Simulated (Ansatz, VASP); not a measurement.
## Au3Cl in VASP and in Ansatz

```xyz
4
Lattice="4.2271 0.0000 0.0000 0.0000 4.2271 0.0000 0.0000 0.0000 4.2271" Properties=species:S:1:pos:R:3 pbc="T T T"
Au    0.0000    2.1135    2.1135
Au    2.1135    0.0000    2.1135
Au    2.1135    2.1135    0.0000
Cl    0.0000    0.0000    0.0000
```

Alike in both runs: functional PBE; k mesh 12 × 12 × 12; occupations gaussian, width 0.1 eV; no spin polarisation.

Ansatz relaxed the structure, and its values are those at the end. VASP's run is a single point on that final structure, the one shown.

|  | VASP | Ansatz |
| --- | --- | --- |
| version | VASP 6.6.1 | Ansatz 0.2.0 |
| potentials or method | VASP PAW PBE potentials, release 64 (Au, Cl), cutoff 520 eV | scalar-relativistic, plane waves, PAW |
| valence electrons in the cell | 40 | 64 |

Ansatz gave:

```
gap on the k mesh at the Fermi level (eV) : none
pressure (GPa)                            : 0.0
```

**Question.** Which values does VASP return?

**Answer.** gap on the k mesh at the Fermi level (eV): none; pressure (GPa): -0.2.

A gap of «none» marks a metal or a gap that the smearing closes. VASP's potentials hold 40 valence electrons a cell and Ansatz's 64, so a difference there can come from the potentials and not from the codes.

Spin-orbit coupling is off throughout.
